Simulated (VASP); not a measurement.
# ZnS (P6_3mc) in VASP: a series of runs, part 2 of 2

VASP 6.6.1. The steps go on from the part before.

## 3. Single point, PBE

Contents of INCAR:

```
PREC = Accurate
ENCUT = 520
EDIFF = 1E-7
ISMEAR = 0
SIGMA = 0.01
LREAL = F
LASPH = T
NELM = 100
ALGO = Normal
ISIF = 2
LWAVE = F
LCHARG = F
GGA = PE
NBANDS = 46
```

Contents of KPOINTS:

```
regular mesh
0
Gamma
  12 12 4
```

Contents of POSCAR:

```
ZnS
1.0
    3.8461551846      0.0000000000      0.0000000000
   -1.9230775923      3.3308680968      0.0000000000
    0.0000000000      0.0000000000     12.5886853746
Zn S
4 4
Direct
    0.6666666667      0.3333333333      0.7500383538
    0.3333333333      0.6666666667      0.2500383538
    0.0000000000      0.0000000000      0.5000855079
    0.0000000000      0.0000000000      0.0000855079
    0.6666666667      0.3333333333      0.9376114930
    0.3333333333      0.6666666667      0.4376114930
    0.0000000000      0.0000000000      0.6872636452
    0.0000000000      0.0000000000      0.1872636452
```

Potentials or basis: VASP PAW PBE potentials, release 64 (Zn, S).

Run with:

```console
$ cat potpaw_PBE.64/Zn/POTCAR potpaw_PBE.64/S/POTCAR > POTCAR
$ mpirun -np 1 vasp_std > vasp.out
```

OUTCAR:

```text
PREC = Accurate
   ENCUT = 520
   EDIFF = 1E-7
   ISMEAR = 0
   LREAL = F
   LASPH = T
   NELM = 100
   ISIF = 2
   GGA = PE

 ion  position               nearest neighbor table
   1  0.667  0.333  0.750-   7 2.36   7 2.36   7 2.36   5 2.36
   2  0.333  0.667  0.250-   8 2.36   8 2.36   8 2.36   6 2.36
   3  0.000  0.000  0.500-   6 2.36   6 2.36   6 2.36   7 2.36
   4  0.000  0.000  0.000-   5 2.36   5 2.36   5 2.36   8 2.36
   5  0.667  0.333  0.938-   4 2.36   4 2.36   4 2.36   1 2.36
   6  0.333  0.667  0.438-   3 2.36   3 2.36   3 2.36   2 2.36
   7  0.000  0.000  0.687-   3 2.36   1 2.36   1 2.36   1 2.36
   8  0.000  0.000  0.187-   4 2.36   2 2.36   2 2.36   2 2.36

  LATTYP: Found a hexagonal cell.
 ALAT       =     3.8461551846
 C/A-ratio  =     3.2730570584

  Lattice vectors:

 A1 = (   3.8461551846,   0.0000000000,   0.0000000000)
 A2 = (  -1.9230775923,   3.3308680968,   0.0000000000)
 A3 = (   0.0000000000,   0.0000000000,  12.5886853746)

Analysis of symmetry for initial positions (statically):
=====================================================================
 Subroutine PRICEL returns:
 Original cell was already a primitive cell.

 Routine SETGRP: Setting up the symmetry group for a
 hexagonal supercell.

 Subroutine GETGRP returns: Found 12 space group operations
 (whereof  6 operations were pure point group operations)
 out of a pool of 24 trial point group operations.

The static configuration has the point symmetry C_3v.
 The point group associated with its full space group is C_6v.

Analysis of symmetry for dynamics (positions and initial velocities):
=====================================================================
 Subroutine PRICEL returns:
 Original cell was already a primitive cell.

 Routine SETGRP: Setting up the symmetry group for a
 hexagonal supercell.

 Subroutine GETGRP returns: Found 12 space group operations
 (whereof  6 operations were pure point group operations)
 out of a pool of 24 trial point group operations.

The dynamic configuration has the point symmetry C_3v.
 The point group associated with its full space group is C_6v.

 Subroutine INISYM returns: Found 12 space group operations
 (whereof  6 operations are pure point group operations),
 and found     1 'primitive' translations

----------------------------------------------------------------------------------------

                                     Primitive cell

  volume of cell :     161.2741

  direct lattice vectors                    reciprocal lattice vectors
     3.846155185  0.000000000  0.000000000     0.259999910  0.150111018  0.000000000
    -1.923077592  3.330868097  0.000000000     0.000000000  0.300222035  0.000000000
     0.000000000  0.000000000 12.588685375     0.000000000  0.000000000  0.079436412

  length of vectors
     3.846155185  3.846155185 12.588685375     0.300222036  0.300222035  0.079436412

  position of ions in fractional coordinates (direct lattice)
     0.666666667  0.333333333  0.750038354
     0.333333333  0.666666667  0.250038354
     0.000000000  0.000000000  0.500085508
     0.000000000  0.000000000  0.000085508
     0.666666667  0.333333333  0.937611493
     0.333333333  0.666666667  0.437611493
     0.000000000  0.000000000  0.687263645
     0.000000000  0.000000000  0.187263645

  ion indices of the primitive-cell ions
   primitive index   ion index
[... 61 lines left out ...]
 [... further k-points ...]
   k-points           NKPTS =     57   k-points in BZ     NKDIM =     57   number of bands    NBANDS=     46
   number of dos      NEDOS =    301   number of ions     NIONS =      8
   total plane-waves  NPLWV =  86400
   dimension x,y,z NGX =    30 NGY =   30 NGZ =   96
   dimension x,y,z NGXF=    60 NGYF=   60 NGZF=  192
   ions per type =               4   4
   NGX,Y,Z   is equivalent  to a cutoff of  12.97, 12.97, 12.68 a.u.
   NGXF,Y,Z  is equivalent  to a cutoff of  25.93, 25.93, 25.36 a.u.
 SYSTEM =  unknown system
   PREC   = accura    normal or accurate (medium, high low for compatibility)
   ISTART =      0    job   : 0-new  1-cont  2-samecut
   ICHARG =      2    charge: 1-file 2-atom 10-const
   ISPIN  =      1    spin polarized calculation?
   LNONCOLLINEAR =      F non collinear calculations
   LSORBIT =      F    spin-orbit coupling
   LASPH  =      T    aspherical Exc in radial PAW
   ENCUT  =  520.0 eV  38.22 Ry    6.18 a.u.   7.15  7.15 23.41*2*pi/ulx,y,z
   NELM   =    100;   NELMIN=  2; NELMDL= -5     # of ELM steps
   EDIFF  = 0.1E-06   stopping-criterion for ELM
   LREAL  =      F    real-space projection
   EDIFFG = 0.1E-05   stopping-criterion for IOM
   NSW    =      0    number of steps for IOM
   IBRION =     -1    ionic relax: 0-MD 1-quasi-New 2-CG
   NFREE  =      0    steps in history (QN), initial steepest desc. (CG)
   ISIF   =      2    stress and relaxation
   ISYM   =      2    0-nonsym 1-usesym 2-fastsym
   POTIM  = 0.5000    time-step for ionic-motion
   TEBEG  =    0.0;   TEEND  =   0.0 temperature during run
   PSTRESS=    0.0 pullay stress
   NELECT =      72.0000    total number of electrons
   NUPDOWN=      -1.0000    fix difference up-down
   EMIN   =  10.00;   EMAX   =-10.00  energy-range for DOS
   EFERMI =   0.00;   METHOD = LEGACY
   ISMEAR =     0;   SIGMA  =   0.01  broadening in eV -4-tet -1-fermi 0-gaus
   EFERMI_NEDOS =   21; number of points for ismear=-14 and -15
   IALGO  =     38    algorithm
   IMIX   =      4    mixing-type and parameters
     AMIX     =   0.40;   BMIX     =  1.00
     AMIX_MAG =   1.60;   BMIX_MAG =  1.00
  volume/ion in A,a.u.               =      20.16       136.04
  Fermi-wavevector in a.u.,A,eV,Ry     =   1.251212  2.364447 21.300338  1.565531
  Thomas-Fermi vector in A             =   2.385170
   LORBIT       =      0    0 simple, 1 ext, 2 COOP (PROOUT), +10 PAW based schemes
   GGA     = PE    functional components
   LHFCALC =     F    Hartree Fock is set to
   AEXX    =    0.0000 exact exchange contribution
   IVDW    =     0    specifies the selected vdW correction
   LEPSILON=     F    determine dielectric tensor
   LRPA    =     F    only Hartree local field effects (RPA)
 non-spin polarized calculation
 Gauss-broadening in eV      SIGMA  =   0.01
  energy-cutoff  :      520.00
  volume of cell :      161.27
 maximum number of plane-waves:      4389
 NGX is ok and might be reduce to    30
   NGX = 15   NGY = 15   NGZ = 47

 number of electron      72.0000044 magnetization

 Free energy of the ion-electron system (eV)
  ---------------------------------------------------
  ext. energy  EPLUGINS =         0.00000000
  ---------------------------------------------------
  free energy    TOTEN  =       -27.39966643 eV

  energy without entropy =      -27.39966643  energy(sigma->0) =      -27.39966643

 E-fermi :   2.0110     XC(G=0):  -9.5254

 val. band max:        1.9159800378   @ k =   0.0000   0.0000   0.0000
 cond. band min:       3.9697644420   @ k =   0.0000   0.0000   0.0000
 fundamental gap:      2.0537844042
 Fermi energy:         2.0109557280

 k-point     1 :       0.0000    0.0000    0.0000
  band No.  band energies     occupation
      1     -11.0882      2.00000
      2     -10.6865      2.00000
      3     -10.6763      2.00000
      4     -10.1988      2.00000
      5      -4.3418      2.00000
      6      -4.3361      2.00000
[... 1165 lines left out ...]
     45       9.0552      0.00000
     46       9.5970      0.00000

 [... further k-points ...]

------------------------ aborting loop because EDIFF is reached ----------------------------------------

  FORCE on cell =-STRESS in cart. coord.  units (eV):
  Direction    XX          YY          ZZ          XY          YZ          ZX
  --------------------------------------------------------------------------------------
  -------------------------------------------------------------------------------------
  Total        0.2004496      0.2004496      0.2073123      0.0000000      0.0000000      0.0000000
  in kB        1.9913663      1.9913663      2.0595439      0.0000000      0.0000000      0.0000000
  external PRESSURE =       2.0140922 kB  Pullay stress =       0.0000000 kB

 VOLUME and BASIS-vectors are now :
 -----------------------------------------------------------------------------
  energy-cutoff  :      520.00
  volume of cell :      161.27
      direct lattice vectors                 reciprocal lattice vectors
     3.846155185  0.000000000  0.000000000     0.259999910  0.150111018  0.000000000
    -1.923077592  3.330868097  0.000000000     0.000000000  0.300222035  0.000000000
     0.000000000  0.000000000 12.588685375     0.000000000  0.000000000  0.079436412

 POSITION                                       TOTAL-FORCE (eV/Angst)
 -----------------------------------------------------------------------------------
      1.92308      1.11029      9.44200         0.000000     -0.000000      0.000871
     -0.00000      2.22058      3.14765        -0.000000      0.000000      0.000871
      0.00000      0.00000      6.29542         0.000000      0.000000     -0.000220
      0.00000      0.00000      0.00108         0.000000      0.000000     -0.000220
      1.92308      1.11029     11.80330         0.000000     -0.000000     -0.000184
     -0.00000      2.22058      5.50895        -0.000000      0.000000     -0.000184
      0.00000      0.00000      8.65175        -0.000000      0.000000     -0.000467
      0.00000      0.00000      2.35740        -0.000000      0.000000     -0.000467
 -----------------------------------------------------------------------------------
    total drift:                               -0.000000     -0.000000      0.000443

  FREE ENERGIE OF THE ION-ELECTRON SYSTEM (eV)
  ---------------------------------------------------
  free  energy   TOTEN  =       -27.3996664339 eV

  energy  without entropy=      -27.3996664339  energy(sigma->0) =      -27.39966643
```

It took 12 min on 1 thread of Intel Xeon 6975P-C (Granite Rapids), shared host; peak memory 0.47 GiB.

What came out:

```yaml
Free_energy: -27.3997 eV
Pressure: 0.2 GPa
Band_gap_on_the_k_mesh: 2.05 eV
```
